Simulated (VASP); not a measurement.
# Ag2O5 (cubic X2O5 type) (Pn-3m) in VASP: notebook

Ag2O5 (cubic X2O5 type) is run at these levels: PBE; tasks: single point.

Program: VASP 6.6.1. These are calculated values, not measurements. Logs are shortened: lines on timing, memory, paths and dates and some standing lists are left out, and cuts for length are marked.

### Step 1. The cell of the first run

It takes space group Pn-3m (No. 224, cubic). Conventional cell: a = 5.347 Å, b = 5.347 Å, c = 5.347 Å, α = 90.00°, β = 90.00°, γ = 90.00°. Ag (site symmetry -3m) has 12 O at 2.32 to 2.67 Å within 3.1 Å. Within 3.1 Å of O (site symmetry -3m) lie 6 O at 2.32 Å and 6 Ag at 2.67 Å. O (site symmetry -42m) has 4 Ag at 2.32 Å and 8 O at 2.32 to 2.67 Å within 3.1 Å.

### Step 2. Single point, PBE

File INCAR:

```
SYSTEM = Ag2O5
ALGO = Normal ; EDIFF = 1E-7
ENCUT = 520 ; GGA = PE
ISIF = 2 ; ISMEAR = -1
LASPH = .True. ; LCHARG = .True.
LELF = .True. ; LREAL = .False.
LVHAR = .True. ; LWAVE = .False.
NBANDS = 65 ; NELM = 80
PREC = Accurate ; SIGMA = 0.06122561905347299
```

File KPOINTS:

```
k-points
0
Gamma
  11 11 11
  0 0 0
```

File POSCAR:

```
Ag2O5
1.0
    5.3473273625      0.0000000000      0.0000000000
    0.0000000000      5.3473273625      0.0000000000
    0.0000000000      0.0000000000      5.3473273625
Ag O
4 10
Direct
    0.0000000000      0.0000000000      0.0000000000
    0.5000000000      0.5000000000      0.0000000000
    0.5000000000      0.0000000000      0.5000000000
    0.0000000000      0.5000000000      0.5000000000
    0.5000000000      0.0000000000      0.0000000000
    0.0000000000      0.5000000000      0.0000000000
    0.0000000000      0.0000000000      0.5000000000
    0.5000000000      0.5000000000      0.5000000000
    0.7500000000      0.7500000000      0.2500000000
    0.7500000000      0.2500000000      0.7500000000
    0.2500000000      0.7500000000      0.7500000000
    0.7500000000      0.2500000000      0.2500000000
    0.2500000000      0.7500000000      0.2500000000
    0.2500000000      0.2500000000      0.7500000000
```

Potentials or basis: VASP PAW PBE potentials, release 64 (Ag, O).

Run with:

```
cat potpaw_PBE.64/Ag/POTCAR potpaw_PBE.64/O/POTCAR > POTCAR
mpirun -np 1 vasp_std > vasp.out
```

OUTCAR:

```text
SYSTEM = Ag2O5
   EDIFF = 1E-7
   ENCUT = 520
   GGA = PE
   ISIF = 2
   ISMEAR = -1
   LASPH = .True.
   LREAL = .False.
   NELM = 80
   PREC = Accurate

 ion  position               nearest neighbor table
   1  0.000  0.000  0.000-   9 2.32  10 2.32  11 2.32  12 2.32  13 2.32  14 2.32   5 2.67   6 2.67
                             7 2.67   7 2.67   6 2.67   5 2.67
   2  0.500  0.500  0.000-   9 2.32  10 2.32  11 2.32  12 2.32  13 2.32  14 2.32   5 2.67   6 2.67
                             8 2.67   8 2.67   5 2.67   6 2.67
   3  0.500  0.000  0.500-   9 2.32  10 2.32  11 2.32  12 2.32  13 2.32  14 2.32   5 2.67   7 2.67
                             8 2.67   5 2.67   8 2.67   7 2.67
   4  0.000  0.500  0.500-   9 2.32  10 2.32  11 2.32  12 2.32  13 2.32  14 2.32   6 2.67   7 2.67
                             8 2.67   6 2.67   7 2.67   8 2.67
   5  0.500  0.000  0.000-   1 2.67   2 2.67   3 2.67   3 2.67   2 2.67   1 2.67
   6  0.000  0.500  0.000-   1 2.67   2 2.67   4 2.67   4 2.67   1 2.67   2 2.67
   7  0.000  0.000  0.500-   1 2.67   3 2.67   4 2.67   1 2.67   4 2.67   3 2.67
   8  0.500  0.500  0.500-   2 2.67   3 2.67   4 2.67   2 2.67   3 2.67   4 2.67
   9  0.750  0.750  0.250-   1 2.32   2 2.32   3 2.32   4 2.32
  10  0.750  0.250  0.750-   1 2.32   2 2.32   3 2.32   4 2.32
  11  0.250  0.750  0.750-   1 2.32   2 2.32   3 2.32   4 2.32
  12  0.750  0.250  0.250-   1 2.32   2 2.32   3 2.32   4 2.32
  13  0.250  0.750  0.250-   1 2.32   2 2.32   3 2.32   4 2.32
  14  0.250  0.250  0.750-   1 2.32   2 2.32   3 2.32   4 2.32

  LATTYP: Found a simple cubic cell.
 ALAT       =     5.3473273625

  Lattice vectors:

 A1 = (   5.3473273625,   0.0000000000,   0.0000000000)
 A2 = (   0.0000000000,   5.3473273625,   0.0000000000)
 A3 = (   0.0000000000,   0.0000000000,   5.3473273625)

Analysis of symmetry for initial positions (statically):
=====================================================================
 Subroutine PRICEL returns:
 Original cell was already a primitive cell.

 Routine SETGRP: Setting up the symmetry group for a
 simple cubic supercell.

 Subroutine GETGRP returns: Found 48 space group operations
 (whereof 12 operations were pure point group operations)
 out of a pool of 48 trial point group operations.

The static configuration has the point symmetry D_3d.
 The point group associated with its full space group is O_h .

Analysis of symmetry for dynamics (positions and initial velocities):
=====================================================================
 Subroutine PRICEL returns:
 Original cell was already a primitive cell.

 Routine SETGRP: Setting up the symmetry group for a
 simple cubic supercell.

 Subroutine GETGRP returns: Found 48 space group operations
 (whereof 12 operations were pure point group operations)
 out of a pool of 48 trial point group operations.

The dynamic configuration has the point symmetry D_3d.
 The point group associated with its full space group is O_h .

 Subroutine INISYM returns: Found 48 space group operations
 (whereof 12 operations are pure point group operations),
 and found     1 'primitive' translations

----------------------------------------------------------------------------------------

                                     Primitive cell

  volume of cell :     152.9010

  direct lattice vectors                    reciprocal lattice vectors
     5.347327362  0.000000000  0.000000000     0.187009310  0.000000000  0.000000000
     0.000000000  5.347327362  0.000000000     0.000000000  0.187009310  0.000000000
     0.000000000  0.000000000  5.347327362     0.000000000  0.000000000  0.187009310

  length of vectors
     5.347327362  5.347327362  5.347327362     0.187009310  0.187009310  0.187009310

  position of ions in fractional coordinates (direct lattice)
     0.000000000  0.000000000  0.000000000
     0.500000000  0.500000000  0.000000000
     0.500000000  0.000000000  0.500000000
     0.000000000  0.500000000  0.500000000
     0.500000000  0.000000000  0.000000000
     0.000000000  0.500000000  0.000000000
     0.000000000  0.000000000  0.500000000
     0.500000000  0.500000000  0.500000000
     0.750000000  0.750000000  0.250000000
     0.750000000  0.250000000  0.750000000
     0.250000000  0.750000000  0.750000000
     0.750000000  0.250000000  0.250000000
     0.250000000  0.750000000  0.250000000
     0.250000000  0.250000000  0.750000000

[... 31 lines left out ...]

  Length of vectors
     0.017000846  0.017000846  0.017000846

  Shift w.r.t. Gamma in fractional coordinates (k-lattice)
     0.000000000  0.000000000  0.000000000

 Subroutine IBZKPT returns following result:
 ===========================================

 Found     56 irreducible k-points:

 Following reciprocal coordinates:
            Coordinates               Weight
  0.000000  0.000000  0.000000      1.000000
  0.090909  0.000000  0.000000      6.000000
  0.181818  0.000000  0.000000      6.000000
  0.272727  0.000000  0.000000      6.000000
  0.363636  0.000000  0.000000      6.000000
  0.454545  0.000000  0.000000      6.000000
[... 16 lines left out ...]
  0.181818  0.090909  0.090909     24.000000
  0.272727  0.090909  0.090909     24.000000
 [... further k-points ...]
   k-points           NKPTS =     56   k-points in BZ     NKDIM =     56   number of bands    NBANDS=     65
   number of dos      NEDOS =    301   number of ions     NIONS =     14
   total plane-waves  NPLWV =  64000
   dimension x,y,z NGX =    40 NGY =   40 NGZ =   40
   dimension x,y,z NGXF=    80 NGYF=   80 NGZF=   80
   ions per type =               4  10
   NGX,Y,Z   is equivalent  to a cutoff of  12.44, 12.44, 12.44 a.u.
   NGXF,Y,Z  is equivalent  to a cutoff of  24.87, 24.87, 24.87 a.u.
 SYSTEM =  Ag2O5
   PREC   = accura    normal or accurate (medium, high low for compatibility)
   ISTART =      0    job   : 0-new  1-cont  2-samecut
   ICHARG =      2    charge: 1-file 2-atom 10-const
   ISPIN  =      1    spin polarized calculation?
   LNONCOLLINEAR =      F non collinear calculations
   LSORBIT =      F    spin-orbit coupling
   LASPH  =      T    aspherical Exc in radial PAW
   ENCUT  =  520.0 eV  38.22 Ry    6.18 a.u.   9.94  9.94  9.94*2*pi/ulx,y,z
   NELM   =     80;   NELMIN=  2; NELMDL= -5     # of ELM steps
   EDIFF  = 0.1E-06   stopping-criterion for ELM
   LREAL  =      F    real-space projection
   EDIFFG = 0.1E-05   stopping-criterion for IOM
   NSW    =      0    number of steps for IOM
   IBRION =     -1    ionic relax: 0-MD 1-quasi-New 2-CG
   NFREE  =      0    steps in history (QN), initial steepest desc. (CG)
   ISIF   =      2    stress and relaxation
   ISYM   =      2    0-nonsym 1-usesym 2-fastsym
   POTIM  = 0.5000    time-step for ionic-motion
   TEBEG  =    0.0;   TEEND  =   0.0 temperature during run
   PSTRESS=    0.0 pullay stress
   NELECT =     104.0000    total number of electrons
   NUPDOWN=      -1.0000    fix difference up-down
   EMIN   =  10.00;   EMAX   =-10.00  energy-range for DOS
   EFERMI =   0.00;   METHOD = LEGACY
   ISMEAR =    -1;   SIGMA  =   0.06  broadening in eV -4-tet -1-fermi 0-gaus
   EFERMI_NEDOS =   21; number of points for ismear=-14 and -15
   IALGO  =     38    algorithm
   IMIX   =      4    mixing-type and parameters
     AMIX     =   0.40;   BMIX     =  1.00
     AMIX_MAG =   1.60;   BMIX_MAG =  1.00
  volume/ion in A,a.u.               =      10.92        73.70
  Fermi-wavevector in a.u.,A,eV,Ry     =   1.439735  2.720704 28.202650  2.072836
  Thomas-Fermi vector in A             =   2.558557
   LORBIT       =      0    0 simple, 1 ext, 2 COOP (PROOUT), +10 PAW based schemes
   GGA     = PE    functional components
   LHFCALC =     F    Hartree Fock is set to
   AEXX    =    0.0000 exact exchange contribution
   IVDW    =     0    specifies the selected vdW correction
   LEPSILON=     F    determine dielectric tensor
   LRPA    =     F    only Hartree local field effects (RPA)
 non-spin polarized calculation
  energy-cutoff  :      520.00
  volume of cell :      152.90
 maximum number of plane-waves:      4138
 NGX is ok and might be reduce to    40
   NGX = 19   NGY = 19   NGZ = 19

 number of electron     103.9999899 magnetization

 Free energy of the ion-electron system (eV)
  ---------------------------------------------------
  ext. energy  EPLUGINS =         0.00000000
  ---------------------------------------------------
  free energy    TOTEN  =       -45.68353517 eV

  energy without entropy =      -45.43740703  energy(sigma->0) =      -45.56047110

 E-fermi :   4.1314     XC(G=0): -11.7021

 val. band max:        4.1295143067   @ k =   0.4545   0.3636   0.1818
 cond. band min:       4.1372408635   @ k =   0.1818   0.1818   0.0909
 fundamental gap:      0.0077265569
 Fermi energy:         4.1313672238

 k-point     1 :       0.0000    0.0000    0.0000
  band No.  band energies     occupation
      1     -15.1074      2.00000
      2     -13.5372      2.00000
      3     -13.5372      2.00000
      4     -12.9958      2.00000
      5     -12.9958      2.00000
      6     -12.7618      2.00000
[... 1597 lines left out ...]
     63      11.5339      0.00000
     64      11.5612      0.00000

 [... further k-points ...]

 [bands above 64 left out]

------------------------ aborting loop because EDIFF is reached ----------------------------------------

  FORCE on cell =-STRESS in cart. coord.  units (eV):
  Direction    XX          YY          ZZ          XY          YZ          ZX
  --------------------------------------------------------------------------------------
  -------------------------------------------------------------------------------------
  Total       -2.4875344     -2.4875344     -2.4875344      0.0000000      0.0000000      0.0000000
  in kB      -26.0656977    -26.0656977    -26.0656977      0.0000000      0.0000000      0.0000000
  external PRESSURE =     -26.0656977 kB  Pullay stress =       0.0000000 kB

 VOLUME and BASIS-vectors are now :
 -----------------------------------------------------------------------------
  energy-cutoff  :      520.00
  volume of cell :      152.90
      direct lattice vectors                 reciprocal lattice vectors
     5.347327362  0.000000000  0.000000000     0.187009310  0.000000000  0.000000000
     0.000000000  5.347327362  0.000000000     0.000000000  0.187009310  0.000000000
     0.000000000  0.000000000  5.347327362     0.000000000  0.000000000  0.187009310

 POSITION                                       TOTAL-FORCE (eV/Angst)
 -----------------------------------------------------------------------------------
      0.00000      0.00000      0.00000        -0.000000     -0.000000      0.000000
      2.67366      2.67366      0.00000        -0.000000     -0.000000      0.000000
      2.67366      0.00000      2.67366        -0.000000     -0.000000      0.000000
      0.00000      2.67366      2.67366        -0.000000     -0.000000      0.000000
      2.67366      0.00000      0.00000        -0.000000     -0.000000      0.000000
      0.00000      2.67366      0.00000        -0.000000     -0.000000      0.000000
      0.00000      0.00000      2.67366        -0.000000     -0.000000      0.000000
      2.67366      2.67366      2.67366        -0.000000     -0.000000      0.000000
      4.01050      4.01050      1.33683         0.000000      0.000000      0.000000
      4.01050      1.33683      4.01050         0.000000     -0.000000      0.000000
      1.33683      4.01050      4.01050        -0.000000     -0.000000      0.000000
      4.01050      1.33683      1.33683         0.000000      0.000000     -0.000000
      1.33683      4.01050      1.33683         0.000000     -0.000000     -0.000000
      1.33683      1.33683      4.01050        -0.000000      0.000000     -0.000000
 -----------------------------------------------------------------------------------
    total drift:                               -0.000000      0.000000     -0.000000

  FREE ENERGIE OF THE ION-ELECTRON SYSTEM (eV)
  ---------------------------------------------------
  free  energy   TOTEN  =       -45.6835351739 eV

  energy  without entropy=      -45.4374070335  energy(sigma->0) =      -45.56047110
```

It took 20 min on 1 thread of Intel Xeon 8259CL, shared host; peak memory 0.5 GiB.

Results:

* Free energy: -45.6835 eV
* Pressure: -2.6 GPa
* Band gap on the k mesh: zero (bands 52 and 53 overlap by 0.33 eV)

(Continued in part 2 of 2.)
